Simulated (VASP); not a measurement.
# EuS (Fm-3m) in VASP: settings compared, part 4 of 4

VASP 6.6.1. Earlier steps stand in the parts before.

## Step 6: Single point, BLYP, collinear spin, ferromagnetic start

This run uses another cell than the first one, of 24.84 Å³/atom.

Contents of INCAR:

```
SYSTEM = EuS
PREC     = Accurate       ! precision mode
ENCUT    = 600            ! plane-wave cutoff, eV
EDIFF    = 1E-6           ! SCF threshold, eV
ISMEAR   = -1             ! smearing method
SIGMA    = 0.05           ! smearing width, eV
LREAL    = .FALSE.        ! projectors in reciprocal space
LASPH    = .TRUE.         ! aspherical terms in the spheres
NELM     = 200            ! most SCF steps
ALGO     = Normal         ! electronic algorithm
ISIF     = 2              ! what is computed and relaxed
LWAVE    = .FALSE.        ! write WAVECAR
LCHARG   = .FALSE.        ! write CHGCAR
ISPIN    = 2              ! spin polarisation
MAGMOM   = 7 0            ! initial moments
LORBIT   = 11             ! projections on sites
LMAXMIX  = 6              ! l up to which the mixer works
GGA      = B5             ! functional
ALDAX    = 1.0          
AGGAX    = 1.0          
AGGAC    = 1.0          
ALDAC    = 0.0          
NBANDS   = 22             ! bands
GGA_COMPAT= .FALSE.
```

Contents of KPOINTS:

```
regular mesh
0
G
  8 8 8
  0 0 0
```

Contents of POSCAR:

```
EuS
1.0
    0.0000000000      2.9176972248      2.9176972248
    2.9176972248      0.0000000000      2.9176972248
    2.9176972248      2.9176972248      0.0000000000
Eu S
1 1
Direct
    0.0000000000      0.0000000000      0.0000000000
    0.5000000000      0.5000000000      0.5000000000
```

Potentials or basis: VASP PAW PBE potentials, release 64 (Eu, S).

Launch:

```console
$ cat potpaw_PBE.64/Eu/POTCAR potpaw_PBE.64/S/POTCAR > POTCAR
$ mpirun -np 1 vasp_std > vasp.out
```

OUTCAR:

```text
SYSTEM = EuS
   PREC = Accurate
   ENCUT = 600
   EDIFF = 1E-6
   ISMEAR = -1
   LREAL = .FALSE.
   LASPH = .TRUE.
   NELM = 200
   ISIF = 2
   ISPIN = 2
   LORBIT = 11
   GGA = B5

 ion  position               nearest neighbor table
   1  0.000  0.000  0.000-   2 2.92   2 2.92   2 2.92   2 2.92   2 2.92   2 2.92
   2  0.500  0.500  0.500-   1 2.92   1 2.92   1 2.92   1 2.92   1 2.92   1 2.92

  LATTYP: Found a face centered cubic cell.
 ALAT       =     5.8353944496

  Lattice vectors:

 A1 = (   0.0000000000,   2.9176972248,   2.9176972248)
 A2 = (   2.9176972248,   0.0000000000,   2.9176972248)
 A3 = (   2.9176972248,   2.9176972248,   0.0000000000)

Analysis of symmetry for initial positions (statically):
=====================================================================
 Subroutine PRICEL returns:
 Original cell was already a primitive cell.

 Routine SETGRP: Setting up the symmetry group for a
 face centered cubic supercell.

 Subroutine GETGRP returns: Found 48 space group operations
 (whereof 48 operations were pure point group operations)
 out of a pool of 48 trial point group operations.

The static configuration has the point symmetry O_h .

Analysis of symmetry for dynamics (positions and initial velocities):
=====================================================================
 Subroutine PRICEL returns:
 Original cell was already a primitive cell.

 Routine SETGRP: Setting up the symmetry group for a
 face centered cubic supercell.

 Subroutine GETGRP returns: Found 48 space group operations
 (whereof 48 operations were pure point group operations)
 out of a pool of 48 trial point group operations.

The dynamic configuration has the point symmetry O_h .

Analysis of structural, dynamic, and magnetic symmetry:
=====================================================================
 Subroutine PRICEL returns:
 Original cell was already a primitive cell.

 Routine SETGRP: Setting up the symmetry group for a
 face centered cubic supercell.

 Subroutine GETGRP returns: Found 48 space group operations
 (whereof 48 operations were pure point group operations)
 out of a pool of 48 trial point group operations.

The overall configuration has the point symmetry O_h .

 Subroutine INISYM returns: Found 48 space group operations
 (whereof 48 operations are pure point group operations),
 and found     1 'primitive' translations

----------------------------------------------------------------------------------------

                                     Primitive cell

  volume of cell :      49.6765

  direct lattice vectors                    reciprocal lattice vectors
     0.000000000  2.917697225  2.917697225    -0.171368021  0.171368021  0.171368021
     2.917697225  0.000000000  2.917697225     0.171368021 -0.171368021  0.171368021
     2.917697225  2.917697225  0.000000000     0.171368021  0.171368021 -0.171368021

  length of vectors
     4.126246986  4.126246986  4.126246986     0.296818120  0.296818120  0.296818120

  position of ions in fractional coordinates (direct lattice)
     0.000000000  0.000000000  0.000000000
     0.500000000  0.500000000  0.500000000

  ion indices of the primitive-cell ions
   primitive index   ion index
[... 62 lines left out ...]
   NGX,Y,Z   is equivalent  to a cutoff of  14.50, 14.50, 14.50 a.u.
   NGXF,Y,Z  is equivalent  to a cutoff of  29.01, 29.01, 29.01 a.u.
 SYSTEM =  EuS
   PREC   = accura    normal or accurate (medium, high low for compatibility)
   ISTART =      0    job   : 0-new  1-cont  2-samecut
   ICHARG =      2    charge: 1-file 2-atom 10-const
   ISPIN  =      2    spin polarized calculation?
   LNONCOLLINEAR =      F non collinear calculations
   LSORBIT =      F    spin-orbit coupling
   LASPH  =      T    aspherical Exc in radial PAW
   ENCUT  =  600.0 eV  44.10 Ry    6.64 a.u.   8.24  8.24  8.24*2*pi/ulx,y,z
   NELM   =    200;   NELMIN=  2; NELMDL= -5     # of ELM steps
   EDIFF  = 0.1E-05   stopping-criterion for ELM
   LREAL  =      F    real-space projection
   EDIFFG = 0.1E-04   stopping-criterion for IOM
   NSW    =      0    number of steps for IOM
   IBRION =     -1    ionic relax: 0-MD 1-quasi-New 2-CG
   NFREE  =      0    steps in history (QN), initial steepest desc. (CG)
   ISIF   =      2    stress and relaxation
   ISYM   =      2    0-nonsym 1-usesym 2-fastsym
   POTIM  = 0.5000    time-step for ionic-motion
   TEBEG  =    0.0;   TEEND  =   0.0 temperature during run
   PSTRESS=    0.0 pullay stress
   NELECT =      23.0000    total number of electrons
   NUPDOWN=      -1.0000    fix difference up-down
   EMIN   =  10.00;   EMAX   =-10.00  energy-range for DOS
   EFERMI =   0.00;   METHOD = LEGACY
   ISMEAR =    -1;   SIGMA  =   0.05  broadening in eV -4-tet -1-fermi 0-gaus
   EFERMI_NEDOS =   21; number of points for ismear=-14 and -15
   IALGO  =     38    algorithm
   IMIX   =      4    mixing-type and parameters
     AMIX     =   0.40;   BMIX     =  1.00
     AMIX_MAG =   1.60;   BMIX_MAG =  1.00
  volume/ion in A,a.u.               =      24.84       167.62
  Fermi-wavevector in a.u.,A,eV,Ry     =   1.266486  2.393312 21.823581  1.603988
  Thomas-Fermi vector in A             =   2.399685
   LORBIT       =     11    0 simple, 1 ext, 2 COOP (PROOUT), +10 PAW based schemes
   GGA     = B5    functional components
   LHFCALC =     F    Hartree Fock is set to
   AEXX    =    0.0000 exact exchange contribution
   IVDW    =     0    specifies the selected vdW correction
   LEPSILON=     F    determine dielectric tensor
   LRPA    =     F    only Hartree local field effects (RPA)
 spin polarized calculation
  energy-cutoff  :      600.00
  volume of cell :       49.68
 maximum number of plane-waves:      1678
 NGX is ok and might be reduce to    36
   NGX = 17   NGY = 17   NGZ = 17

 number of electron      23.0000003 magnetization       6.9521901

 Free energy of the ion-electron system (eV)
  ---------------------------------------------------
  ext. energy  EPLUGINS =         0.00000000
  ---------------------------------------------------
  free energy    TOTEN  =       -18.54680519 eV

  energy without entropy =      -18.53571662  energy(sigma->0) =      -18.54126090

 E-fermi :   5.1865     XC(G=0):  -9.3806

 val. band max:        5.1495694052   @ k =   0.1250   0.1250   0.0000
 cond. band min:       5.2656911802   @ k =   0.0000   0.0000   0.0000
 fundamental gap:      0.1161217749
 Fermi energy:         5.1864517223

 spin component 1

 k-point     1 :       0.0000    0.0000    0.0000
  band No.  band energies     occupation
      1     -36.1375      1.00000
      2     -14.9681      1.00000
      3     -14.9681      1.00000
      4     -14.9681      1.00000
      5      -8.5039      1.00000
      6       2.2979      1.00000
[... 589 lines left out ...]
     21      11.7246      0.00000
     22      12.7926      0.00000

 [... further k-points ...]

 spin component 2

 k-point     1 :       0.0000    0.0000    0.0000
  band No.  band energies     occupation
      1     -33.2519      1.00000
      2     -12.8552      1.00000
      3     -12.8552      1.00000
      4     -12.8552      1.00000
      5      -8.4897      1.00000
      6       2.4773      1.00000
[... 589 lines left out ...]
     21      12.6026      0.00000
     22      13.5654      0.00000

 [... further k-points ...]
[... 5 lines left out ...]
  --------------------------------------------------------------------------------------
  -------------------------------------------------------------------------------------
  Total        1.2620419      1.2620419      1.2620419     -0.0000000      0.0000000      0.0000000
  in kB       40.7036812     40.7036812     40.7036812     -0.0000000      0.0000000      0.0000000
  external PRESSURE =      40.7036812 kB  Pullay stress =       0.0000000 kB

 VOLUME and BASIS-vectors are now :
 -----------------------------------------------------------------------------
  energy-cutoff  :      600.00
  volume of cell :       49.68
      direct lattice vectors                 reciprocal lattice vectors
     0.000000000  2.917697225  2.917697225    -0.171368021  0.171368021  0.171368021
     2.917697225  0.000000000  2.917697225     0.171368021 -0.171368021  0.171368021
     2.917697225  2.917697225  0.000000000     0.171368021  0.171368021 -0.171368021

 POSITION                                       TOTAL-FORCE (eV/Angst)
 -----------------------------------------------------------------------------------
      0.00000      0.00000      0.00000        -0.000000      0.000000     -0.000000
      2.91770      2.91770      2.91770         0.000000     -0.000000      0.000000
 -----------------------------------------------------------------------------------
    total drift:                               -0.000000      0.000000      0.000000

  FREE ENERGIE OF THE ION-ELECTRON SYSTEM (eV)
  ---------------------------------------------------
  free  energy   TOTEN  =       -18.5468051869 eV

  energy  without entropy=      -18.5357166204  energy(sigma->0) =      -18.54126090

 total charge

# of ion       s       p       d       f       tot
--------------------------------------------------
    1        2.029   5.749   0.349   6.648  14.776
    2        1.327   2.480   0.000   0.000   3.807
--------------------------------------------------
tot          3.357   8.229   0.349   6.648  18.583

 magnetization (x)

# of ion       s       p       d       f       tot
--------------------------------------------------
    1       -0.014  -0.103   0.092   6.611   6.587
    2       -0.006  -0.050   0.000   0.000  -0.056
--------------------------------------------------
tot         -0.019  -0.153   0.092   6.611   6.531
```

Run time: 2.1 min. Hardware: 1 thread of AMD EPYC 9R45 (Zen 5), shared host; peak memory 0.25 GiB.

What came out:

```yaml
Free_energy: -18.5468 eV
Pressure: 4.1 GPa
Net_moment: 6.95 μB per cell
Site_moments: Eu +6.59; S -0.06 μB
Valence_electrons_inside_the_program's_atomic_spheres: Eu 14.78; S 3.81
```

Levels at points of the mesh, in eV from the Fermi level:
Spin up:
```csv
k point,band 13,band 14,band 15,band 16,band 17,band 18
"(0.00, 0.00, 0.00)",0.08,0.08,0.08,1.03,1.03,1.03
"(0.50, 0.00, 0.00)",-0.33,-0.29,-0.28,3.40,3.43,3.73
"(0.50, 0.50, 0.00)",-0.35,-0.30,-0.09,-0.09,3.09,3.65
```
Spin down:
| k point | band 6 | band 7 | band 8 | band 9 | band 10 | band 11 |
| --- | --- | --- | --- | --- | --- | --- |
| (0.00, 0.00, 0.00) | -2.71 | -2.71 | -2.71 | 1.66 | 1.66 | 1.66 |
| (0.50, 0.00, 0.00) | -5.35 | -3.96 | -3.96 | 2.91 | 3.89 | 3.89 |
| (0.50, 0.50, 0.00) | -3.78 | -3.03 | -3.03 | -0.36 | 3.88 | 4.08 |

Caveat: the cell stands under pressure; the PAW data sets were made with another functional, which shifts forces and pressure a little; spin-orbit coupling is left out, which moves the levels of the heavy elements; a cell with one magnetic atom can't hold antiferromagnetic order, which such compounds often take; semilocal functionals describe open f shells poorly, which spoils levels, moments and volumes.

## Step 7: The runs side by side

| task | level | cell | k mesh | smearing | grid for exact exchange (PRECFOCK) | share of exact exchange | screening parameter | gap on the mesh (eV) | pressure (GPa) | moment (μB) |
| --- | --- | --- | --- | --- | --- | --- | --- | --- | --- | --- |
| relaxation of cell and atoms | PBEsol-based screened hybrid with 25 % exact exchange | relaxed from a = 4.212 Å, angles 60.0°, 2 atoms | 4 × 4 × 4 | fermi-dirac 0.05 eV | Normal | 0.25 | 0.207 1/Å | 0.17 | 0.0 | 7.00 |
| single point | PBE | a = 4.212 Å, angles 60.0°, 2 atoms | 8 × 8 × 8 | gaussian 0.027 eV | - | - | - | none | -2.7 | 6.99 |
| single point | BLYP | a = 4.295 Å, angles 60.0°, 2 atoms | 8 × 8 × 8 | fermi-dirac 0.05 eV | - | - | - | none | -1.9 | 6.99 |
| single point | PBE | a = 4.212 Å, angles 60.0°, 2 atoms | 11 × 11 × 11 | fermi-dirac 0.05 eV | - | - | - | none | -2.8 | 6.98 |
| single point | BLYP | a = 4.126 Å, angles 60.0°, 2 atoms | 8 × 8 × 8 | fermi-dirac 0.05 eV | - | - | - | none | 4.1 | 6.95 |

Alike in all rows: potentials or basis VASP PAW PBE potentials, release 64 (Eu, S); spin collinear, ferromagnetic start; cutoff (eV) 600.

Caveats: some runs use coarse meshes; spin-orbit coupling is left out, which moves the levels of the heavy elements; a cell with one magnetic atom can't hold antiferromagnetic order, which such compounds often take; semilocal functionals describe open f shells poorly, which spoils levels, moments and volumes (at least some runs); the PAW data sets were made with another functional, which shifts forces and pressure a little (at least some runs); the cell stands under pressure (at least some runs).

Absolute energies hang on the potentials; compare differences alone.
